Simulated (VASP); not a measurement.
C: single point with PBE+D3(BJ)

The system is C.

```
C
1.0
     1.26751   -2.19429    0.00000
     1.26751    2.19429    0.00000
     0.00000    0.00000    6.43136
C
4
Cartesian
  1.2675 1.8287 4.8235
  1.2675 -0.3656 1.6078
  1.2675 -1.8287 1.6078
  1.2675 0.3656 4.8235
```

This cell differs from its parent crystal: ratio of the length along z to the lengths across it x 0.92, volume and fractional coordinates fixed.

- Program: VASP 6.6.1
- Task: single point
- Functional: PBE
- Dispersion: D3(BJ)
- Potentials or basis: VASP PAW PBE potentials, release 64 (C)
- Cutoff: 520 eV
- k mesh: 24 × 24 × 8
- Occupations: gaussian, width 0.15 eV
- Spin: no spin polarisation

* Pressure: -21.0 GPa
* Largest force: 0.004 eV/Å
* Band gap on the k mesh: zero (bands 8 and 9 overlap by 0.12 eV)
* Dispersion energy per atom: -0.161 eV

Forces in eV/Å, atoms in the order of the input:
```
C    0.000 -0.004  0.000
C    0.000 -0.004  0.000
C    0.000  0.004  0.000
C    0.000  0.004  0.000
```

Stress tensor (GPa, compression positive):
```
-32.63   0.00   0.00
  0.00 -33.11   0.00
  0.00   0.00   2.68
```

Levels at points of the mesh, in eV from the Fermi level:
```
           k point  band 6  band 7  band 8  band 9  band 10  band 11
(0.00, 0.00, 0.00)   -3.11   -3.09   -3.07    4.93     7.66     7.72
(0.50, 0.00, 0.00)   -6.23   -2.45   -2.45    1.88     1.88     6.53
(0.50, 0.50, 0.00)   -6.19   -3.15   -1.26    0.72     2.50     6.25
(0.00, 0.00, 0.50)   -3.10   -3.10   -3.10    7.74     7.74     7.74
(0.50, 0.00, 0.50)   -6.23   -2.28   -2.28    1.52     1.52     6.53
(0.50, 0.50, 0.50)   -6.23   -2.28   -2.28    1.53     1.53     6.52
```

Run time: 2.3 min on 1 thread of Intel(R) Xeon(R) 6975P-C (Granite Rapids) (shared host), peak memory 0.41 GiB.

Caveat: the stress differs along the axes, from -33 to 3 GPa.
